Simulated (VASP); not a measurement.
# MoS (Fm-3m) in VASP: a series of runs, part 2 of 2

VASP 6.6.1.

## Step 3: Single point, PBE, collinear spin, ferromagnetic start

This run uses another cell than the first one, of 16.39 Å³/atom, 1.074 times its volume.

INCAR

```
SYSTEM = MoS
PREC = Accurate
ENCUT = 520
EDIFF = 1E-6
ISMEAR = 0
SIGMA = 0.05
LREAL = .FALSE.
LASPH = .TRUE.
NELM = 150
ALGO = Normal
ISIF = 2
LWAVE = .FALSE.
LCHARG = .FALSE.
ISPIN = 2
MAGMOM = 3 0
LORBIT = 11
LMAXMIX = 4
GGA = PE
NBANDS = 21
```

KPOINTS

```
Automatic mesh
0
G
  6 6 6
  0 0 0
```

POSCAR

```
MoS
1.0
    0.0000000000      2.5400000000      2.5400000000
    2.5400000000      0.0000000000      2.5400000000
    2.5400000000      2.5400000000      0.0000000000
Mo S
1 1
Direct
    0.5000000000      0.5000000000      0.5000000000
    0.0000000000      0.0000000000      0.0000000000
```

Potentials or basis: VASP PAW PBE potentials, release 64 (Mo_sv, S).

Started as:

```
$ cat potpaw_PBE.64/Mo_sv/POTCAR potpaw_PBE.64/S/POTCAR > POTCAR
$ mpirun -np 1 vasp_std > vasp.out
```

Run time: 12 s. Hardware: 1 thread of Intel Xeon 6975P-C (Granite Rapids), shared host; peak memory 0.17 GiB.

Results (log left out):

- Free energy: -14.5587 eV
- Pressure: -10.2 GPa
- Net moment: 0.56 μB per cell
- Site moments: Mo +0.53; S -0.01 μB
- Valence electrons inside the program's atomic spheres: Mo 12.28; S 3.68

Levels at points of the mesh, in eV from the Fermi level:
Spin up:
| k point | band 8 | band 9 | band 10 | band 11 | band 12 | band 13 |
| --- | --- | --- | --- | --- | --- | --- |
| (0.00, 0.00, 0.00) | -2.90 | -2.25 | -2.25 | -2.25 | -1.88 | -1.88 |
| (0.50, 0.00, 0.00) | -5.99 | -0.17 | -0.17 | 0.47 | 2.59 | 4.33 |
| (0.50, 0.50, 0.00) | -4.18 | -3.92 | -0.97 | 0.44 | 0.44 | 1.39 |
Spin down:
| k point | band 6 | band 7 | band 8 | band 9 | band 10 | band 11 | band 12 | band 13 | band 14 | band 15 |
| --- | --- | --- | --- | --- | --- | --- | --- | --- | --- | --- |
| (0.00, 0.00, 0.00) | -2.89 | -2.89 | -2.89 | -1.91 | -1.91 | -1.91 | -1.57 | -1.57 | 2.92 | 8.81 |
| (0.50, 0.00, 0.00) | -8.04 | -5.86 | -5.86 | 0.25 | 0.25 | 0.84 | 2.65 | 4.57 | 4.57 | 6.34 |
| (0.50, 0.50, 0.00) | -6.37 | -4.16 | -4.16 | -3.64 | -0.64 | 0.89 | 0.89 | 1.72 | 3.07 | 10.07 |

## Step 4: Single point, r2SCAN, collinear spin, ferromagnetic start

POSCAR

```
MoS
1.0
    0.0000000000      2.4805736425      2.4805736425
    2.4805736425      0.0000000000      2.4805736425
    2.4805736425      2.4805736425      0.0000000000
Mo S
1 1
Direct
    0.5000000000      0.5000000000      0.5000000000
    0.0000000000      0.0000000000      0.0000000000
```

INCAR.step1

```
PREC     = Accurate       # precision mode
ENCUT    = 520            # plane-wave cutoff, eV
ISMEAR   = 0              # smearing method
SIGMA    = 0.05           # smearing width, eV
LREAL    = False          # projectors in reciprocal space
LASPH    = True           # aspherical terms in the spheres
NELM     = 150            # most SCF steps
ISPIN    = 2              # spin polarisation
MAGMOM   = 3 0            # initial moments
LMAXMIX  = 4              # l up to which the mixer works
NBANDS   = 21             # bands
GGA      = PE             # functional
ALGO     = Normal         # electronic algorithm
EDIFF    = 1E-4           # SCF threshold, eV
LWAVE    = True           # write WAVECAR
LCHARG   = False          # write CHGCAR
```

INCAR.step2

```
PREC     = Accurate       # precision mode
ENCUT    = 520            # plane-wave cutoff, eV
EDIFF    = 1E-7           # SCF threshold, eV
ISMEAR   = 0              # smearing method
SIGMA    = 0.05           # smearing width, eV
LREAL    = False          # projectors in reciprocal space
LASPH    = True           # aspherical terms in the spheres
NELM     = 150            # most SCF steps
ALGO     = Normal         # electronic algorithm
ISIF     = 2              # what is computed and relaxed
LWAVE    = False          # write WAVECAR
LCHARG   = False          # write CHGCAR
ISPIN    = 2              # spin polarisation
MAGMOM   = 3 0            # initial moments
LORBIT   = 11             # projections on sites
LMAXMIX  = 4              # l up to which the mixer works
METAGGA  = R2SCAN         # meta-GGA
LMIXTAU  = True         
NBANDS   = 21             # bands
ISTART   = 1
```

KPOINTS

```
Automatic mesh
0
Gamma
  12 12 12
```

Started as:

```
$ cat potpaw_PBE.64/Mo_sv/POTCAR potpaw_PBE.64/S/POTCAR > POTCAR
$ cp INCAR.step1 INCAR
$ mpirun -np 1 vasp_std > vasp.out
$ cp INCAR.step2 INCAR
$ mpirun -np 1 vasp_std > vasp.out
```

Wall time 4.3 min (1 thread of Intel Xeon 6975P-C (Granite Rapids), shared host); peak memory 0.23 GiB.

Results (log left out):

| Property | Result |
| --- | --- |
| Free energy | -33.7548 eV |
| Pressure | -1.4 GPa |
| Band gap on the k mesh | zero (filled and empty bands overlap) |
| Net moment | 0.00 μB per cell |
| Valence electrons inside the program's atomic spheres | Mo 12.38; S 3.74 |

Levels at points of the mesh, in eV from the Fermi level:
Spin up:
```tsv
k point	band 8	band 9	band 10	band 11	band 12	band 13
(0.00, 0.00, 0.00)	-3.30	-2.48	-2.48	-2.48	-2.02	-2.02
(0.50, 0.00, 0.00)	-6.74	0.01	0.01	0.78	2.90	5.20
(0.50, 0.50, 0.00)	-4.68	-4.35	-0.95	0.73	0.73	1.94
```
Spin down:
| k point | band 8 | band 9 | band 10 | band 11 | band 12 | band 13 |
| --- | --- | --- | --- | --- | --- | --- |
| (0.00, 0.00, 0.00) | -3.30 | -2.48 | -2.48 | -2.48 | -2.02 | -2.02 |
| (0.50, 0.00, 0.00) | -6.74 | 0.02 | 0.02 | 0.78 | 2.90 | 5.20 |
| (0.50, 0.50, 0.00) | -4.68 | -4.35 | -0.94 | 0.73 | 0.73 | 1.94 |

Caveat: the PAW data sets were made with another functional, which shifts forces and pressure a little.

## Step 5: Single point, r2SCAN, collinear spin, ferromagnetic start

This run uses another cell than the first one, of 16.65 Å³/atom, 1.091 times its volume.

POSCAR

```
MoS
1.0
    0.0000000000      2.5536361601      2.5536361601
    2.5536361601      0.0000000000      2.5536361601
    2.5536361601      2.5536361601      0.0000000000
Mo S
1 1
Direct
    0.5000000000      0.5000000000      0.5000000000
    0.0000000000      0.0000000000      0.0000000000
```

INCAR.step1

```
SYSTEM = MoS
  PREC = Accurate
  ENCUT = 520
  ISMEAR = 0
  SIGMA = 0.05
  LREAL = .FALSE.
  LASPH = .TRUE.
  NELM = 150
  ISPIN = 2
  MAGMOM = 1.93 0
  LMAXMIX = 4
  NBANDS = 21
  GGA = PE
  ALGO = Normal
  EDIFF = 1E-4
  LWAVE = .TRUE.
  LCHARG = .FALSE.
```

INCAR.step2

```
SYSTEM = MoS
  PREC = Accurate
  ENCUT = 520
  EDIFF = 1E-7
  ISMEAR = 0
  SIGMA = 0.05
  LREAL = .FALSE.
  LASPH = .TRUE.
  NELM = 150
  ALGO = Normal
  ISIF = 2
  LWAVE = .FALSE.
  LCHARG = .FALSE.
  ISPIN = 2
  MAGMOM = 1.93 0
  LORBIT = 11
  LMAXMIX = 4
  METAGGA = R2SCAN
  LMIXTAU = .TRUE.
  NBANDS = 21
  ISTART = 1
```

KPOINTS

```
regular mesh
0
G
  12 12 12
  0 0 0
```

Started as:

```
$ cat potpaw_PBE.64/Mo_sv/POTCAR potpaw_PBE.64/S/POTCAR > POTCAR
$ cp INCAR.step1 INCAR
$ mpirun -np 1 vasp_std > vasp.out
$ cp INCAR.step2 INCAR
$ mpirun -np 1 vasp_std > vasp.out
```

Run time: 5.7 min. Hardware: 1 thread of Intel Xeon 6975P-C (Granite Rapids), shared host; peak memory 0.23 GiB.

It converged, with:

```
Free energy                                           : -33.6168 eV
Pressure                                              : -13.6 GPa
Band gap on the k mesh                                : zero (filled and empty bands overlap)
Net moment                                            : 0.00 μB per cell
Valence electrons inside the program's atomic spheres : Mo 12.23; S 3.70
```

Levels at points of the mesh, in eV from the Fermi level:
Spin up:
```tsv
k point	band 8	band 9	band 10	band 11	band 12	band 13
(0.00, 0.00, 0.00)	-3.20	-2.13	-2.13	-2.13	-1.71	-1.71
(0.50, 0.00, 0.00)	-6.21	0.00	0.00	0.62	2.96	4.53
(0.50, 0.50, 0.00)	-4.48	-3.78	-0.77	0.61	0.61	1.65
```
Spin down:
```csv
k point,band 7,band 8,band 9,band 10,band 11,band 12,band 13,band 14
"(0.00, 0.00, 0.00)",-3.20,-3.20,-2.13,-2.13,-2.13,-1.71,-1.71,3.30
"(0.50, 0.00, 0.00)",-6.21,-6.21,0.00,0.00,0.62,2.96,4.53,4.53
"(0.50, 0.50, 0.00)",-4.48,-4.48,-3.78,-0.78,0.60,0.60,1.64,3.21
```

Caveat: the PAW data sets were made with another functional, which shifts forces and pressure a little.

## Step 6: Single point, r2SCAN, collinear spin, ferromagnetic start

This run uses another cell than the first one, of 16.72 Å³/atom, 1.096 times its volume.

POSCAR

```
MoS
1.0
    0.0000000000      2.5572394830      2.5572394830
    2.5572394830      0.0000000000      2.5572394830
    2.5572394830      2.5572394830      0.0000000000
Mo S
1 1
Direct
    0.5000000000      0.5000000000      0.5000000000
    0.0000000000      0.0000000000      0.0000000000
```

INCAR.step1

```
SYSTEM = MoS
  ALGO = Normal
  EDIFF = 1E-4
  ENCUT = 520
  GGA = PE
  ISMEAR = 0
  ISPIN = 2
  LASPH = .TRUE.
  LCHARG = .FALSE.
  LMAXMIX = 4
  LREAL = .FALSE.
  LWAVE = .TRUE.
  MAGMOM = 2.2 0
  NBANDS = 21
  NELM = 150
  PREC = Accurate
  SIGMA = 0.05
```

INCAR.step2

```
SYSTEM = MoS
  ALGO = Normal
  EDIFF = 1E-6
  ENCUT = 520
  ISIF = 2
  ISMEAR = 0
  ISPIN = 2
  ISTART = 1
  LASPH = .TRUE.
  LCHARG = .TRUE.
  LELF = .TRUE.
  LMAXMIX = 4
  LMIXTAU = .TRUE.
  LORBIT = 11
  LREAL = .FALSE.
  LVHAR = .TRUE.
  LWAVE = .FALSE.
  MAGMOM = 2.2 0
  METAGGA = R2SCAN
  NBANDS = 21
  NELM = 150
  PREC = Accurate
  SIGMA = 0.05
```

KPOINTS

```
k-points
0
G
  12 12 12
  0 0 0
```

Potentials or basis: VASP PAW PBE potentials, release 64 (Mo_sv, S).

Started as:

```
$ cat potpaw_PBE.64/Mo_sv/POTCAR potpaw_PBE.64/S/POTCAR > POTCAR
$ cp INCAR.step1 INCAR
$ mpirun -np 1 vasp_std > vasp.out
$ cp INCAR.step2 INCAR
$ mpirun -np 1 vasp_std > vasp.out
```

It took 4.5 min on 1 thread of Intel Xeon 6975P-C (Granite Rapids), shared host; peak memory 0.24 GiB.

Results (log left out):

```yaml
Free_energy: -33.6046 eV
Pressure: -14.1 GPa
Band_gap_on_the_k_mesh: zero (filled and empty bands overlap)
Net_moment: 0.00 μB per cell
Valence_electrons_inside_the_program's_atomic_spheres: Mo 12.23; S 3.70
```

Levels at points of the mesh, in eV from the Fermi level:
Spin up:
```tsv
k point	band 8	band 9	band 10	band 11	band 12	band 13
(0.00, 0.00, 0.00)	-3.19	-2.11	-2.11	-2.11	-1.69	-1.69
(0.50, 0.00, 0.00)	-6.19	0.00	0.00	0.62	2.96	4.50
(0.50, 0.50, 0.00)	-4.47	-3.75	-0.77	0.60	0.60	1.63
```
Spin down:
```csv
k point,band 7,band 8,band 9,band 10,band 11,band 12,band 13,band 14
"(0.00, 0.00, 0.00)",-3.19,-3.19,-2.11,-2.11,-2.11,-1.69,-1.69,3.27
"(0.50, 0.00, 0.00)",-6.19,-6.19,0.00,0.00,0.62,2.96,4.50,4.50
"(0.50, 0.50, 0.00)",-4.47,-4.47,-3.75,-0.77,0.60,0.60,1.63,3.19
```

Caveat: the PAW data sets were made with another functional, which shifts forces and pressure a little.

## Step 7: Overview

```csv
level,cell,k mesh,gap on the mesh (eV),pressure (GPa),moment (μB)
PBE,"a = 3.508 Å, angles 60.0°, 2 atoms",6 × 6 × 6,none,0.0,0.56
PBE,"a = 3.592 Å, angles 60.0°, 2 atoms",6 × 6 × 6,none,-10.2,0.56
r2SCAN,"a = 3.508 Å, angles 60.0°, 2 atoms",12 × 12 × 12,none,-1.4,0.00
r2SCAN,"a = 3.611 Å, angles 60.0°, 2 atoms",12 × 12 × 12,none,-13.6,0.00
r2SCAN,"a = 3.616 Å, angles 60.0°, 2 atoms",12 × 12 × 12,none,-14.1,0.00
```

Alike in all rows: task single point; potentials or basis VASP PAW PBE potentials, release 64 (Mo_sv, S); spin collinear, ferromagnetic start; cutoff (eV) 520; smearing gaussian 0.05 eV.

Caveats: some runs use coarse meshes; the PAW data sets were made with another functional, which shifts forces and pressure a little (some runs).

Total energies depend on the potentials used, so only differences within one code and one set of settings carry meaning.
